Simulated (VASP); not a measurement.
# Sb (R-3m) in VASP: notebook

The runs below take Sb through single point, with PBEsol.

Program: VASP 6.6.1. These are calculated values, not measurements. Logs are shortened: lines on timing, memory, paths and dates and some standing lists are left out, and cuts for length are marked.

## Step 1: The cell of the first run

It takes space group R-3m (No. 166, trigonal). The conventional cell has a = 4.301 Å, b = 4.301 Å, c = 11.344 Å, α = 90.00°, β = 90.00°, γ = 120.00°. Sb (site symmetry 3m) has 6 Sb at 2.91 to 3.36 Å within 3.8 Å.

## Step 2: Single point, PBEsol (zz strain of +1 %)

INCAR reads:

```
ALGO = Normal
EDIFF = 1E-6
ENCUT = 500
GGA = PS
GGA_COMPAT = F
ISIF = 2
ISMEAR = -1
LASPH = T
LCHARG = T
LELF = T
LREAL = F
LVHAR = T
LWAVE = F
NBANDS = 12
NELM = 120
PREC = Accurate
SIGMA = 0.05
```

KPOINTS reads:

```
k-points
0
Gamma
  9 9 9
```

POSCAR reads:

```
Sb
1.0
    2.1506003320      1.2416496806      3.7814400000
   -2.1506003320      1.2416496806      3.7814400000
    0.0000000000     -2.4832993611      3.7814400000
Sb
2
Direct
    0.2336400000      0.2336400000      0.2336400000
    0.7663600000      0.7663600000      0.7663600000
```

Potentials or basis: VASP PAW PBE potentials, release 64 (Sb).

On the command line:

```bash
$ cat potpaw_PBE.64/Sb/POTCAR > POTCAR
$ mpirun -np 1 vasp_std > vasp.out
```

OUTCAR:

```text
EDIFF = 1E-6
   ENCUT = 500
   GGA = PS
   ISIF = 2
   ISMEAR = -1
   LASPH = T
   LREAL = F
   NELM = 120
   PREC = Accurate

 ion  position               nearest neighbor table
   1  0.234  0.234  0.234-   2 2.91   2 2.91   2 2.91   2 3.36   2 3.36   2 3.36
   2  0.766  0.766  0.766-   1 2.91   1 2.91   1 2.91   1 3.36   1 3.36   1 3.36

  LATTYP: Found a trigonal (rhomboedric) cell.
 ALAT       =     4.5239434337
 COS(alpha) =     0.5480243055

  Lattice vectors:

 A1 = (   2.1506003320,   1.2416496806,   3.7814400000)
 A2 = (  -2.1506003320,   1.2416496806,   3.7814400000)
 A3 = (   0.0000000000,  -2.4832993611,   3.7814400000)

Analysis of symmetry for initial positions (statically):
=====================================================================
 Subroutine PRICEL returns:
 Original cell was already a primitive cell.

 Routine SETGRP: Setting up the symmetry group for a
 trigonal (rhombohedral) supercell.

 Subroutine GETGRP returns: Found 12 space group operations
 (whereof 12 operations were pure point group operations)
 out of a pool of 12 trial point group operations.

The static configuration has the point symmetry D_3d.

Analysis of symmetry for dynamics (positions and initial velocities):
=====================================================================
 Subroutine PRICEL returns:
 Original cell was already a primitive cell.

 Routine SETGRP: Setting up the symmetry group for a
 trigonal (rhombohedral) supercell.

 Subroutine GETGRP returns: Found 12 space group operations
 (whereof 12 operations were pure point group operations)
 out of a pool of 12 trial point group operations.

The dynamic configuration has the point symmetry D_3d.

 Subroutine INISYM returns: Found 12 space group operations
 (whereof 12 operations are pure point group operations),
 and found     1 'primitive' translations

----------------------------------------------------------------------------------------

                                     Primitive cell

  volume of cell :      60.5853

  direct lattice vectors                    reciprocal lattice vectors
     2.150600332  1.241649681  3.781440000     0.232493222  0.134230024  0.088149841
    -2.150600332  1.241649681  3.781440000    -0.232493222  0.134230024  0.088149841
     0.000000000 -2.483299361  3.781440000     0.000000000 -0.268460048  0.088149841

  length of vectors
     4.523943434  4.523943434  4.523943434     0.282561837  0.282561837  0.282561837

  position of ions in fractional coordinates (direct lattice)
     0.233640000  0.233640000  0.233640000
     0.766360000  0.766360000  0.766360000

  ion indices of the primitive-cell ions
   primitive index   ion index
                 1           1
                 2           2

----------------------------------------------------------------------------------------

 KPOINTS: k-points

Automatic generation of k-mesh.
 Grid dimensions read from file:
 generate k-points for:    9    9    9

 Generating k-lattice:

  Cartesian coordinates                     Fractional coordinates (reciprocal lattice)
     0.025832580  0.014914447  0.009794427     0.111111111 -0.000000000 -0.000000000
    -0.025832580  0.014914447  0.009794427    -0.000000000  0.111111111 -0.000000000
     0.000000000 -0.029828894  0.009794427     0.000000000  0.000000000  0.111111111

  Length of vectors
     0.031395760  0.031395760  0.031395760

  Shift w.r.t. Gamma in fractional coordinates (k-lattice)
     0.000000000  0.000000000  0.000000000

 Subroutine IBZKPT returns following result:
 ===========================================

 Found     85 irreducible k-points:

 Following reciprocal coordinates:
            Coordinates               Weight
  0.000000  0.000000  0.000000      1.000000
  0.111111 -0.000000  0.000000      6.000000
  0.222222 -0.000000  0.000000      6.000000
  0.333333 -0.000000  0.000000      6.000000
  0.444444 -0.000000  0.000000      6.000000
  0.111111  0.111111  0.000000      6.000000
[... 16 lines left out ...]
 -0.333333  0.333333  0.000000      6.000000
  0.444444  0.444444  0.000000      6.000000
 [... further k-points ...]
   k-points           NKPTS =     85   k-points in BZ     NKDIM =     85   number of bands    NBANDS=     12
   number of dos      NEDOS =    301   number of ions     NIONS =      2
   total plane-waves  NPLWV =  46656
   dimension x,y,z NGX =    36 NGY =   36 NGZ =   36
   dimension x,y,z NGXF=    72 NGYF=   72 NGZF=   72
   ions per type =               2
   NGX,Y,Z   is equivalent  to a cutoff of  13.23, 13.23, 13.23 a.u.
   NGXF,Y,Z  is equivalent  to a cutoff of  26.46, 26.46, 26.46 a.u.
 SYSTEM =  unknown system
   PREC   = accura    normal or accurate (medium, high low for compatibility)
   ISTART =      0    job   : 0-new  1-cont  2-samecut
   ICHARG =      2    charge: 1-file 2-atom 10-const
   ISPIN  =      1    spin polarized calculation?
   LNONCOLLINEAR =      F non collinear calculations
   LSORBIT =      F    spin-orbit coupling
   LASPH  =      T    aspherical Exc in radial PAW
   ENCUT  =  500.0 eV  36.75 Ry    6.06 a.u.   8.25  8.25  8.25*2*pi/ulx,y,z
   NELM   =    120;   NELMIN=  2; NELMDL= -5     # of ELM steps
   EDIFF  = 0.1E-05   stopping-criterion for ELM
   LREAL  =      F    real-space projection
   EDIFFG = 0.1E-04   stopping-criterion for IOM
   NSW    =      0    number of steps for IOM
   IBRION =     -1    ionic relax: 0-MD 1-quasi-New 2-CG
   NFREE  =      0    steps in history (QN), initial steepest desc. (CG)
   ISIF   =      2    stress and relaxation
   ISYM   =      2    0-nonsym 1-usesym 2-fastsym
   POTIM  = 0.5000    time-step for ionic-motion
   TEBEG  =    0.0;   TEEND  =   0.0 temperature during run
   PSTRESS=    0.0 pullay stress
   NELECT =      10.0000    total number of electrons
   NUPDOWN=      -1.0000    fix difference up-down
   EMIN   =  10.00;   EMAX   =-10.00  energy-range for DOS
   EFERMI =   0.00;   METHOD = LEGACY
   ISMEAR =    -1;   SIGMA  =   0.05  broadening in eV -4-tet -1-fermi 0-gaus
   EFERMI_NEDOS =   21; number of points for ismear=-14 and -15
   IALGO  =     38    algorithm
   IMIX   =      4    mixing-type and parameters
     AMIX     =   0.40;   BMIX     =  1.00
     AMIX_MAG =   1.60;   BMIX_MAG =  1.00
  volume/ion in A,a.u.               =      30.29       204.42
  Fermi-wavevector in a.u.,A,eV,Ry     =   0.898019  1.697011 10.972268  0.806439
  Thomas-Fermi vector in A             =   2.020676
   LORBIT       =      0    0 simple, 1 ext, 2 COOP (PROOUT), +10 PAW based schemes
   GGA     = PS    functional components
   LHFCALC =     F    Hartree Fock is set to
   AEXX    =    0.0000 exact exchange contribution
   IVDW    =     0    specifies the selected vdW correction
   LEPSILON=     F    determine dielectric tensor
   LRPA    =     F    only Hartree local field effects (RPA)
 non-spin polarized calculation
  energy-cutoff  :      500.00
  volume of cell :       60.59
 maximum number of plane-waves:      1550
 NGX is ok and might be reduce to    36
   NGX = 17   NGY = 17   NGZ = 17

 number of electron      10.0000000 magnetization

 Free energy of the ion-electron system (eV)
  ---------------------------------------------------
  ext. energy  EPLUGINS =         0.00000000
  ---------------------------------------------------
  free energy    TOTEN  =        -9.11645743 eV

  energy without entropy =       -9.11464524  energy(sigma->0) =       -9.11555134

 E-fermi :   7.0879     XC(G=0):  -9.6519

 val. band max:        7.0504098353   @ k =   0.3333   0.2222   0.2222
 cond. band min:       7.1086497570   @ k =   0.4444  -0.0000   0.0000
 fundamental gap:      0.0582399217
 Fermi energy:         7.0878922529

 k-point     1 :       0.0000    0.0000    0.0000
  band No.  band energies     occupation
      1      -5.6155      2.00000
      2       2.2634      2.00000
      3       4.9881      2.00000
      4       5.3496      2.00000
      5       5.3496      2.00000
      6       9.1592      0.00000
      7       9.7851      0.00000
      8       9.7851      0.00000
      9      12.1970      0.00000
     10      12.1970      0.00000
     11      12.2996      0.00000
     12      13.5915      0.00000

 k-point     2 :       0.1111   -0.0000    0.0000
  band No.  band energies     occupation
      1      -5.4789      2.00000
      2       1.6876      2.00000
      3       5.0392      2.00000
      4       5.3129      2.00000
      5       5.5331      2.00000
      6       9.1030      0.00000
      7       9.4150      0.00000
      8       9.4686      0.00000
      9      11.6710      0.00000
     10      12.0607      0.00000
     11      12.2552      0.00000
     12      14.5489      0.00000

 k-point     3 :       0.2222   -0.0000    0.0000
  band No.  band energies     occupation
      1      -5.0724      2.00000
      2       0.4538      2.00000
      3       5.0525      2.00000
      4       5.2394      2.00000
      5       5.9115      2.00000
      6       8.5324      0.00000
      7       8.6594      0.00000
      8       8.7487      0.00000
      9      11.7890      0.00000
     10      12.3425      0.00000
     11      12.8914      0.00000
     12      16.4086      0.00000
[... 286 lines left out ...]
 k-point    23 :      -0.3333    0.3333    0.0000
  band No.  band energies     occupation
      1      -2.5646      2.00000
      2      -2.3939      2.00000
      3       2.0381      2.00000
      4       4.2660      2.00000
      5       4.5129      2.00000
      6       9.2474      0.00000
      7       9.5563      0.00000
      8      12.2546      0.00000
      9      12.4849      0.00000
     10      13.5294      0.00000
     11      14.9028      0.00000
     12      17.1089      0.00000

 k-point    24 :       0.4444    0.4444    0.0000
  band No.  band energies     occupation
      1      -3.4014      2.00000
      2      -0.8033      2.00000
      3       1.8325      2.00000
      4       3.3924      2.00000
      5       3.5203      2.00000
      6       8.6219      0.00000
      7      11.9170      0.00000
      8      12.4979      0.00000
      9      13.5080      0.00000
     10      15.6740      0.00000
     11      16.6986      0.00000
     12      17.8177      0.00000

 [... further k-points ...]
[... 5 lines left out ...]
  --------------------------------------------------------------------------------------
  -------------------------------------------------------------------------------------
  Total        0.1433498      0.1433498     -0.1822821      0.0000000     -0.0000000      0.0000000
  in kB        3.7908826      3.7908826     -4.8204487      0.0000000     -0.0000000      0.0000000
  external PRESSURE =       0.9204388 kB  Pullay stress =       0.0000000 kB

 VOLUME and BASIS-vectors are now :
 -----------------------------------------------------------------------------
  energy-cutoff  :      500.00
  volume of cell :       60.59
      direct lattice vectors                 reciprocal lattice vectors
     2.150600332  1.241649681  3.781440000     0.232493222  0.134230024  0.088149841
    -2.150600332  1.241649681  3.781440000    -0.232493222  0.134230024  0.088149841
     0.000000000 -2.483299361  3.781440000     0.000000000 -0.268460048  0.088149841

 POSITION                                       TOTAL-FORCE (eV/Angst)
 -----------------------------------------------------------------------------------
      0.00000      0.00000      2.65049         0.000000      0.000000      0.133969
      0.00000      0.00000      8.69383         0.000000     -0.000000     -0.133969
 -----------------------------------------------------------------------------------
    total drift:                                0.000000     -0.000000      0.000000

  FREE ENERGIE OF THE ION-ELECTRON SYSTEM (eV)
  ---------------------------------------------------
  free  energy   TOTEN  =        -9.1164574296 eV

  energy  without entropy=       -9.1146452447  energy(sigma->0) =       -9.11555134
```

Wall time 18 s (1 thread of Intel Xeon 6975P-C (Granite Rapids), shared host); peak memory 0.22 GiB.

Results:

```
Free energy            : -9.1165 eV
Pressure               : 0.1 GPa
Largest force          : 0.134 eV/Å
Band gap on the k mesh : 0.06 eV, indirect (least direct gap 0.50 eV)
```

Forces on the atoms (eV/Å):
```
Sb   0.000  0.000  0.134
Sb   0.000  0.000 -0.134
```

Caveat: the cell differs from its parent crystal (zz strain of +1 %); the PAW data sets were made with another functional, which shifts forces and pressure a little; spin-orbit coupling is left out, which moves the levels of the heavy elements.

## Step 3: Single point, PBEsol (volume scaled by 1.02)

INCAR reads:

```
PREC     = Accurate       # precision mode
ENCUT    = 500            # plane-wave cutoff, eV
EDIFF    = 1E-6           # SCF threshold, eV
ISMEAR   = -1             # smearing method
SIGMA    = 0.05           # smearing width, eV
LREAL    = F              # projectors in reciprocal space
LASPH    = T              # aspherical terms in the spheres
NELM     = 120            # most SCF steps
ALGO     = Normal         # electronic algorithm
ISIF     = 2              # what is computed and relaxed
LWAVE    = F              # write WAVECAR
LCHARG   = T              # write CHGCAR
GGA      = PS             # functional
LELF     = T              # ELF
LVHAR    = T            
NBANDS   = 12             # bands
GGA_COMPAT= F
```

KPOINTS reads:

```
regular mesh
0
Gamma
  9 9 9
```

POSCAR reads:

```
Sb
1.0
    2.1648431334      1.2498727658      3.7687954246
   -2.1648431334      1.2498727658      3.7687954246
    0.0000000000     -2.4997455315      3.7687954246
Sb
2
Direct
    0.2336400000      0.2336400000      0.2336400000
    0.7663600000      0.7663600000      0.7663600000
```

Potentials or basis: VASP PAW PBE potentials, release 64 (Sb).

On the command line:

```bash
$ cat potpaw_PBE.64/Sb/POTCAR > POTCAR
$ mpirun -np 1 vasp_std > vasp.out
```

Wall time 18 s (1 thread of Intel Xeon 6975P-C (Granite Rapids), shared host); peak memory 0.22 GiB.

It converged, with:

| Property | Result |
| --- | --- |
| Free energy | -9.1171 eV |
| Pressure | -0.5 GPa |
| Largest force | 0.095 eV/Å |
| Band gap on the k mesh | 0.11 eV, indirect (least direct gap 0.49 eV) |

Forces in eV/Å, atoms in the order of the input:
```
Sb   0.000  0.000  0.095
Sb   0.000  0.000 -0.095
```

Stress tensor (GPa, compression positive):
```
-0.42  0.00  0.00
 0.00 -0.42  0.00
 0.00  0.00 -0.77
```

Levels at points of the mesh, in eV from the valence-band top:
```tsv
k point	band 3	band 4	band 5	band 6	band 7	band 8
(0.00, 0.00, 0.00)	-1.91	-1.67	-1.67	2.16	2.78	2.78
```

Caveat: the PAW data sets were made with another functional, which shifts forces and pressure a little; spin-orbit coupling is left out, which moves the levels of the heavy elements. A k mesh can miss the band edges.

## Step 4: Single point, PBEsol (zz strain of +3 %)

INCAR reads:

```
SYSTEM = Sb
PREC = Accurate
ENCUT = 500
EDIFF = 1E-6
ISMEAR = -1
SIGMA = 0.05
LREAL = .False.
LASPH = .True.
NELM = 120
ALGO = Normal
ISIF = 2
LWAVE = .False.
LCHARG = .False.
GGA = PS
NBANDS = 12
GGA_COMPAT = .False.
```

KPOINTS reads:

```
Automatic mesh
0
Gamma
  9 9 9
  0 0 0
```

POSCAR reads:

```
Sb
1.0
    2.1506003320      1.2416496806      3.8563200000
   -2.1506003320      1.2416496806      3.8563200000
    0.0000000000     -2.4832993611      3.8563200000
Sb
2
Direct
    0.2336400000      0.2336400000      0.2336400000
    0.7663600000      0.7663600000      0.7663600000
```

On the command line:

```bash
$ cat potpaw_PBE.64/Sb/POTCAR > POTCAR
$ mpirun -np 1 vasp_std > vasp.out
```

Wall time 17 s (1 thread of Intel Xeon 6975P-C (Granite Rapids), shared host); peak memory 0.22 GiB.

The run converged. Its results:

```
Free energy            : -9.1078 eV
Pressure               : -0.9 GPa
Band gap on the k mesh : 0.06 eV, indirect (least direct gap 0.52 eV)
```

Stress tensor (GPa, compression positive):
```
-0.43  0.00  0.00
 0.00 -0.43  0.00
 0.00  0.00 -1.79
```

Levels at points of the mesh, in eV from the valence-band top:
```
           k point  band 2  band 3  band 4  band 5  band 6  band 7  band 8  band 9
(0.00, 0.00, 0.00)   -4.94   -2.17   -1.61   -1.61    2.08    2.67    2.67    5.21
```

Caveat: the cell differs from its parent crystal (zz strain of +3 %); the PAW data sets were made with another functional, which shifts forces and pressure a little; spin-orbit coupling is left out, which moves the levels of the heavy elements. A k mesh can miss the band edges.

[end of part 1 of 2]
